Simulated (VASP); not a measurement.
# ZrC (I4/mmm) in VASP: single point with PBE

Aim: the single point of ZrC with PBE.

Everything below comes from runs of VASP 6.6.1. Logs are shortened: lines on timing, memory, paths and dates and some standing lists are left out, and cuts for length are marked.

### 1 The cell of the first run

It takes space group I4/mmm (No. 139, tetragonal). Conventional cell: a = 3.590 Å, b = 3.590 Å, c = 4.888 Å, α = 90.00°, β = 90.00°, γ = 90.00°. Zr (site symmetry 4/mmm) has 6 C at 2.44 to 2.54 Å within 3.2 Å. Within 3.2 Å of C (site symmetry 4/mmm) lie 6 Zr at 2.44 to 2.54 Å.

### 2 Single point, PBE (strain +0.080 along x and y, +0.040 along z)

INCAR

```
  PREC = Accurate
  ENCUT = 520
  EDIFF = 1E-6
  ISMEAR = 0
  SIGMA = 0.15
  LREAL = F
  LASPH = T
  NELM = 60
  ALGO = Normal
  ISIF = 2
  LWAVE = F
  LCHARG = F
  GGA = PE
  NBANDS = 15
```

KPOINTS

```
regular mesh
0
Gamma
  18 18 18
```

POSCAR

```
ZrC
1.0
    0.0000000000      2.5382268000      2.4442184000
    2.5382268000      0.0000000000      2.4442184000
    2.5382268000      2.5382268000      0.0000000000
Zr C
1 1
Direct
    0.5000000000      0.5000000000      0.5000000000
    0.0000000000      0.0000000000      0.0000000000
```

Potentials or basis: VASP PAW PBE potentials, release 64 (Zr_sv, C).

Run with:

```
> cat potpaw_PBE.64/Zr_sv/POTCAR potpaw_PBE.64/C/POTCAR > POTCAR
> mpirun -np 1 vasp_std > vasp.out
```

OUTCAR:

```text
PREC = Accurate
   ENCUT = 520
   EDIFF = 1E-6
   ISMEAR = 0
   LREAL = F
   LASPH = T
   NELM = 60
   ISIF = 2
   GGA = PE

 ion  position               nearest neighbor table
   1  0.500  0.500  0.500-   2 2.44   2 2.44   2 2.54   2 2.54   2 2.54   2 2.54
   2  0.000  0.000  0.000-   1 2.44   1 2.44   1 2.54   1 2.54   1 2.54   1 2.54

  LATTYP: Found a body centered tetragonal cell.
 ALAT       =     3.5895947649
 C/A-ratio  =     1.3618352823

  Lattice vectors:

 A1 = (   0.0000000000,  -2.5382268000,  -2.4442184000)
 A2 = (   0.0000000000,   2.5382268000,  -2.4442184000)
 A3 = (   2.5382268000,   0.0000000000,   2.4442184000)

Analysis of symmetry for initial positions (statically):
=====================================================================
 Subroutine PRICEL returns:
 Original cell was already a primitive cell.

 Routine SETGRP: Setting up the symmetry group for a
 body centered tetragonal supercell.

 Subroutine GETGRP returns: Found 16 space group operations
 (whereof 16 operations were pure point group operations)
 out of a pool of 16 trial point group operations.

The static configuration has the point symmetry D_4h.

Analysis of symmetry for dynamics (positions and initial velocities):
=====================================================================
 Subroutine PRICEL returns:
 Original cell was already a primitive cell.

 Routine SETGRP: Setting up the symmetry group for a
 body centered tetragonal supercell.

 Subroutine GETGRP returns: Found 16 space group operations
 (whereof 16 operations were pure point group operations)
 out of a pool of 16 trial point group operations.

The dynamic configuration has the point symmetry D_4h.

 Subroutine INISYM returns: Found 16 space group operations
 (whereof 16 operations are pure point group operations),
 and found     1 'primitive' translations

----------------------------------------------------------------------------------------

                                     Primitive cell

  volume of cell :      31.4942

  direct lattice vectors                    reciprocal lattice vectors
     0.000000000  2.538226800  2.444218400    -0.196987913  0.196987913  0.204564371
     2.538226800  0.000000000  2.444218400     0.196987913 -0.196987913  0.204564371
     2.538226800  2.538226800  0.000000000     0.196987913  0.196987913 -0.204564371

  length of vectors
     3.523747845  3.523747845  3.589594765     0.345622710  0.345622710  0.345622710

  position of ions in fractional coordinates (direct lattice)
     0.500000000  0.500000000  0.500000000
     0.000000000  0.000000000  0.000000000

  ion indices of the primitive-cell ions
   primitive index   ion index
                 1           1
                 2           2

----------------------------------------------------------------------------------------

 KPOINTS: regular mesh

Automatic generation of k-mesh.
 Grid dimensions read from file:
 generate k-points for:   18   18   18

 Generating k-lattice:

  Cartesian coordinates                     Fractional coordinates (reciprocal lattice)
    -0.010943773  0.010943773  0.011364687     0.055555556  0.000000000  0.000000000
     0.010943773 -0.010943773  0.011364687     0.000000000  0.055555556  0.000000000
     0.010943773  0.010943773 -0.011364687    -0.000000000 -0.000000000  0.055555556

  Length of vectors
     0.019201262  0.019201262  0.019201262

  Shift w.r.t. Gamma in fractional coordinates (k-lattice)
     0.000000000  0.000000000  0.000000000

 Subroutine IBZKPT returns following result:
 ===========================================

 Found    480 irreducible k-points:

 Following reciprocal coordinates:
            Coordinates               Weight
  0.000000  0.000000  0.000000      1.000000
  0.055556  0.000000  0.000000      8.000000
  0.111111  0.000000  0.000000      8.000000
  0.166667  0.000000  0.000000      8.000000
  0.222222  0.000000  0.000000      8.000000
  0.277778 -0.000000  0.000000      8.000000
[... 16 lines left out ...]
 -0.277778  0.055556  0.000000      8.000000
 -0.222222  0.055556  0.000000      8.000000
 [... further k-points ...]
   k-points           NKPTS =    480   k-points in BZ     NKDIM =    480   number of bands    NBANDS=     15
   number of dos      NEDOS =    301   number of ions     NIONS =      2
   total plane-waves  NPLWV =  21952
   dimension x,y,z NGX =    28 NGY =   28 NGZ =   28
   dimension x,y,z NGXF=    56 NGYF=   56 NGZF=   56
   ions per type =               1   1
   NGX,Y,Z   is equivalent  to a cutoff of  13.21, 13.21, 12.97 a.u.
   NGXF,Y,Z  is equivalent  to a cutoff of  26.42, 26.42, 25.94 a.u.
 SYSTEM =  unknown system
   PREC   = accura    normal or accurate (medium, high low for compatibility)
   ISTART =      0    job   : 0-new  1-cont  2-samecut
   ICHARG =      2    charge: 1-file 2-atom 10-const
   ISPIN  =      1    spin polarized calculation?
   LNONCOLLINEAR =      F non collinear calculations
   LSORBIT =      F    spin-orbit coupling
   LASPH  =      T    aspherical Exc in radial PAW
   ENCUT  =  520.0 eV  38.22 Ry    6.18 a.u.   6.55  6.55  6.67*2*pi/ulx,y,z
   NELM   =     60;   NELMIN=  2; NELMDL= -5     # of ELM steps
   EDIFF  = 0.1E-05   stopping-criterion for ELM
   LREAL  =      F    real-space projection
[... 7 lines left out ...]
   TEBEG  =    0.0;   TEEND  =   0.0 temperature during run
   PSTRESS=    0.0 pullay stress
   NELECT =      16.0000    total number of electrons
   NUPDOWN=      -1.0000    fix difference up-down
   EMIN   =  10.00;   EMAX   =-10.00  energy-range for DOS
   EFERMI =   0.00;   METHOD = LEGACY
   ISMEAR =     0;   SIGMA  =   0.15  broadening in eV -4-tet -1-fermi 0-gaus
   EFERMI_NEDOS =   21; number of points for ismear=-14 and -15
   IALGO  =     38    algorithm
   IMIX   =      4    mixing-type and parameters
     AMIX     =   0.40;   BMIX     =  1.00
     AMIX_MAG =   1.60;   BMIX_MAG =  1.00
  volume/ion in A,a.u.               =      15.75       106.27
  Fermi-wavevector in a.u.,A,eV,Ry     =   1.306285  2.468520 23.216709  1.706380
  Thomas-Fermi vector in A             =   2.437097
   LORBIT       =      0    0 simple, 1 ext, 2 COOP (PROOUT), +10 PAW based schemes
   GGA     = PE    functional components
   LHFCALC =     F    Hartree Fock is set to
   AEXX    =    0.0000 exact exchange contribution
   IVDW    =     0    specifies the selected vdW correction
   LEPSILON=     F    determine dielectric tensor
   LRPA    =     F    only Hartree local field effects (RPA)
 non-spin polarized calculation
 Gauss-broadening in eV      SIGMA  =   0.15
  energy-cutoff  :      520.00
  volume of cell :       31.49
 maximum number of plane-waves:       873
 NGX is ok and might be reduce to    28
   NGX = 13   NGY = 13   NGZ = 13

 number of electron      16.0000000 magnetization

 Free energy of the ion-electron system (eV)
  ---------------------------------------------------
  ext. energy  EPLUGINS =         0.00000000
  ---------------------------------------------------
  free energy    TOTEN  =       -18.89983976 eV

  energy without entropy =      -18.89608863  energy(sigma->0) =      -18.89796419

 E-fermi :   7.5623     XC(G=0): -11.2062

 val. band max:        7.5592763975   @ k =   0.3333   0.0000   0.2778
 cond. band min:       7.5696455856   @ k =   0.4444   0.3889   0.0556
 fundamental gap:      0.0103691881
 Fermi energy:         7.5623433049

 k-point     1 :       0.0000    0.0000    0.0000
  band No.  band energies     occupation
      1     -41.3274      2.00000
      2     -19.1344      2.00000
      3     -19.1344      2.00000
      4     -19.0795      2.00000
      5      -3.0512      2.00000
      6       8.3903      0.00000
      7       8.3903      0.00000
      8       8.4376      0.00000
      9       8.4376      0.00000
     10       8.4892      0.00000
     11       8.7157      0.00000
     12       9.6295      0.00000
     13       9.8834      0.00000
     14      12.9170      0.00000
     15      17.6253      0.00000

 k-point     2 :       0.0556    0.0000    0.0000
  band No.  band energies     occupation
      1     -41.3262      2.00000
      2     -19.1434      2.00000
      3     -19.1361      2.00000
      4     -19.0843      2.00000
      5      -2.9997      2.00000
      6       7.8387      0.00918
      7       7.9559      0.00021
      8       8.0775      0.00000
      9       8.6220      0.00000
     10       8.7345      0.00000
     11       8.9586      0.00000
     12       9.9932      0.00000
     13      10.2483      0.00000
     14      13.0872      0.00000
     15      17.7684      0.00000

 k-point     3 :       0.1111    0.0000    0.0000
  band No.  band energies     occupation
      1     -41.3227      2.00000
      2     -19.1737      2.00000
      3     -19.1409      2.00000
      4     -19.0936      2.00000
      5      -2.8486      2.00000
      6       7.1007      1.99999
      7       7.3771      1.91922
      8       7.4994      1.44705
      9       8.8145      0.00000
     10       8.9174      0.00000
     11       9.2402      0.00000
     12      10.7150      0.00000
     13      10.9877      0.00000
     14      13.5319      0.00000
     15      18.1597      0.00000

 k-point     4 :       0.1667    0.0000    0.0000
  band No.  band energies     occupation
      1     -41.3173      2.00000
      2     -19.2255      2.00000
      3     -19.1482      2.00000
      4     -19.1018      2.00000
      5      -2.6077      2.00000
      6       6.3079      2.00000
      7       6.8203      2.00000
      8       6.9274      2.00000
      9       9.0912      0.00000
     10       9.1675      0.00000
     11       9.4696      0.00000
     12      11.5356      0.00000
     13      11.8356      0.00000
     14      14.1088      0.00000
     15      18.6693      0.00000
[... 307 lines left out ...]
 k-point    22 :      -0.3333    0.0556    0.0000
  band No.  band energies     occupation
      1     -41.2947      2.00000
      2     -19.4419      2.00000
      3     -19.1747      2.00000
      4     -19.1346      2.00000
      5      -1.4428      2.00000
      6       3.9057      2.00000
      7       5.4560      2.00000
      8       5.6768      2.00000
      9      10.2497      0.00000
     10      10.3026      0.00000
     11      10.8582      0.00000
     12      14.2619      0.00000
     13      14.5655      0.00000
     14      14.6670      0.00000
     15      19.2242      0.00000

 k-point    23 :      -0.2778    0.0556    0.0000
  band No.  band energies     occupation
      1     -41.3009      2.00000
      2     -19.3819      2.00000
      3     -19.1651      2.00000
      4     -19.1291      2.00000
      5      -1.8136      2.00000
      6       4.5178      2.00000
      7       5.7260      2.00000
      8       6.0134      2.00000
      9       9.7846      0.00000
     10       9.9387      0.00000
     11      10.4884      0.00000
     12      13.4620      0.00000
     13      13.8881      0.00000
     14      14.8991      0.00000
     15      19.1609      0.00000

 k-point    24 :      -0.2222    0.0556    0.0000
  band No.  band energies     occupation
      1     -41.3079      2.00000
      2     -19.3155      2.00000
      3     -19.1554      2.00000
      4     -19.1213      2.00000
      5      -2.1763      2.00000
      6       5.2082      2.00000
      7       6.0846      2.00000
      8       6.4208      2.00000
      9       9.3499      0.00000
     10       9.6492      0.00000
     11      10.1183      0.00000
     12      12.6146      0.00000
     13      13.1030      0.00000
     14      14.7161      0.00000
     15      19.1845      0.00000

 [... further k-points ...]
[... 5 lines left out ...]
  --------------------------------------------------------------------------------------
  -------------------------------------------------------------------------------------
  Total       -5.7980704     -5.7980704     -4.8198461      0.0000000      0.0000000      0.0000000
  in kB     -294.9600569   -294.9600569   -245.1957283      0.0000000      0.0000000      0.0000000
  external PRESSURE =    -278.3719474 kB  Pullay stress =       0.0000000 kB

 VOLUME and BASIS-vectors are now :
 -----------------------------------------------------------------------------
  energy-cutoff  :      520.00
  volume of cell :       31.49
      direct lattice vectors                 reciprocal lattice vectors
     0.000000000  2.538226800  2.444218400    -0.196987913  0.196987913  0.204564371
     2.538226800  0.000000000  2.444218400     0.196987913 -0.196987913  0.204564371
     2.538226800  2.538226800  0.000000000     0.196987913  0.196987913 -0.204564371

 POSITION                                       TOTAL-FORCE (eV/Angst)
 -----------------------------------------------------------------------------------
      2.53823      2.53823      2.44422        -0.000000     -0.000000      0.000000
      0.00000      0.00000      0.00000         0.000000      0.000000      0.000000
 -----------------------------------------------------------------------------------
    total drift:                                0.000000      0.000000      0.000000

  FREE ENERGIE OF THE ION-ELECTRON SYSTEM (eV)
  ---------------------------------------------------
  free  energy   TOTEN  =       -18.8998397579 eV

  energy  without entropy=      -18.8960886250  energy(sigma->0) =      -18.89796419
```

Run time: 88 s. Hardware: 1 thread of Intel Xeon 6975P-C (Granite Rapids), shared host; peak memory 0.34 GiB.

What came out:

| Item | Value |
| --- | --- |
| Free energy | -18.8998 eV |
| Pressure | -27.8 GPa |
| Band gap on the k mesh | zero (band 8 reaches 8.44 eV, above the bottom of band 9 at 7.08 eV) |

Stress tensor (GPa, compression positive):
```
-29.50   0.00   0.00
  0.00 -29.50   0.00
  0.00   0.00 -24.52
```

Levels at points of the mesh, in eV from the Fermi level:
| k point | band 6 | band 7 | band 8 | band 9 | band 10 | band 11 |
| --- | --- | --- | --- | --- | --- | --- |
| (0.00, 0.00, 0.00) | 0.83 | 0.83 | 0.88 | 0.88 | 0.93 | 1.15 |
| (0.50, 0.00, 0.00) | -4.59 | -2.41 | -2.37 | 3.40 | 3.62 | 4.20 |
| (0.50, 0.50, 0.00) | -2.00 | -1.30 | -0.21 | -0.21 | 3.47 | 4.36 |
| (0.50, 0.00, 0.50) | -2.31 | -1.23 | -0.06 | -0.01 | 3.42 | 4.19 |

Caveat: the cell differs from its parent crystal (strain +0.080 along x and y, +0.040 along z).
